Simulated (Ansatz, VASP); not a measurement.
# One calculation of Zr, two programs

Contents of INCAR:

```
  PREC = Accurate
  ENCUT = 520
  EDIFF = 1E-7
  ISMEAR = -1
  SIGMA = 0.1
  LREAL = F
  LASPH = T
  NELM = 60
  ALGO = Normal
  ISIF = 2
  LWAVE = F
  LCHARG = F
  GGA = B5
  ALDAX = 1.0
  AGGAX = 1.0
  AGGAC = 1.0
  ALDAC = 0.0
  NBANDS = 19
```

Contents of KPOINTS:

```
Automatic mesh
0
Gamma
  18 18 10
```

Contents of POSCAR:

```
Zr
1.0
    3.2225914967      0.0000000000      0.0000000000
   -1.6112957483      2.7908461022      0.0000000000
    0.0000000000      0.0000000000      5.1624644033
Zr
2
Direct
    0.3333333333      0.6666666667      0.2500000000
    0.6666666667      0.3333333333      0.7500000000
```

Input for Ansatz:

```yaml
crystal:
  lattice:
    - [3.2225914959, 0.0, 0.0]
    - [-1.6112957479, 2.7908461015, 0.0]
    - [0.0, 0.0, 5.1624644047]
  atoms:
    - { symbol: Zr, position: [0.3333333333, 0.6666666667, 0.25] }
    - { symbol: Zr, position: [0.6666666667, 0.3333333333, 0.75] }
hamiltonian:
  xc: blyp
  pseudopotentials:
    kind: paw
    azcp:
      Zr: "pseudopotentials/Zr.paw.azcp"
basis:
  ecutwfc: 420
  fft_grid_basis: typed
kpoints:
  mp_grid: { grid: [18, 18, 10], shift: [0, 0, 0] }
magnetization:
  spin_polarized: false
scf:
  occupations: { method: fermi_dirac, width: 0.1 }
output:
  stress: true
```

Alike in both runs: task single point; functional BLYP; k mesh 18 × 18 × 10; occupations fermi-dirac, width 0.1 eV; no spin polarisation.

```csv
,VASP,Ansatz
version,VASP 6.6.1,Ansatz 0.2.0
potentials or method,"VASP PAW PBE potentials, release 64 (Zr_sv), cutoff 520 eV","plane waves (420 eV) with PAW, scalar-relativistic"
valence electrons in the cell,24,24
```

|  | VASP | Ansatz | Ansatz less VASP |
| --- | --- | --- | --- |
| pressure (GPa) | 4.0 | 3.9 | -0.14 |
| traceless stress, the component that is largest in VASP (GPa) | 0.35 | 0.31 | -0.040 |

VASP's potentials were made for PBE, not for BLYP.
